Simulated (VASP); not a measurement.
Input of a VASP 6.6.1 run:

The input INCAR:

```
PREC = Accurate
ENCUT = 520
EDIFF = 1E-6
ISMEAR = 0
SIGMA = 0.15
LREAL = False
LASPH = True
NELM = 100
ALGO = Normal
ISIF = 2
LWAVE = False
LCHARG = True
GGA = PE
LELF = True
LVHAR = True
NBANDS = 16
```

KPOINTS

```
regular mesh
0
Gamma
  14 14 14
```

The input POSCAR:

```
InP
1.0
    0.0000000000      2.7701982124      2.7701982124
    2.7056525941      0.0000000000      2.7701982124
    2.7056525941      2.7701982124      0.0000000000
In P
1 1
Direct
   -0.0205473392      0.0205473392      0.0205473392
    0.5761678349      0.4238321651      0.4238321651
```

Potentials or basis: VASP PAW PBE potentials, release 64 (In_d, P).

Command:

```console
$ cat potpaw_PBE.64/In_d/POTCAR potpaw_PBE.64/P/POTCAR > POTCAR
$ mpirun -np 1 vasp_std > vasp.out
```

Problem. Predict the band gap on the k mesh.

Solution. Zero (band 9 reaches 7.63 eV, above the bottom of band 10 at 5.62 eV).

Problem. Estimate the pressure.

Solution. 13.8 GPa.

Stress tensor (GPa, compression positive):
```
45.05  0.00  0.00
 0.00 -1.76  0.00
 0.00  0.00 -1.76
```

Caveat: the cell differs from its parent crystal (mode 4 frozen in at -0.422 Å, normal strain along x -0.0233); spin-orbit coupling is left out, which moves the levels of the heavy elements; forces of over 1 eV/Å act on the atoms, so gaps and moduli don't describe the material at rest.
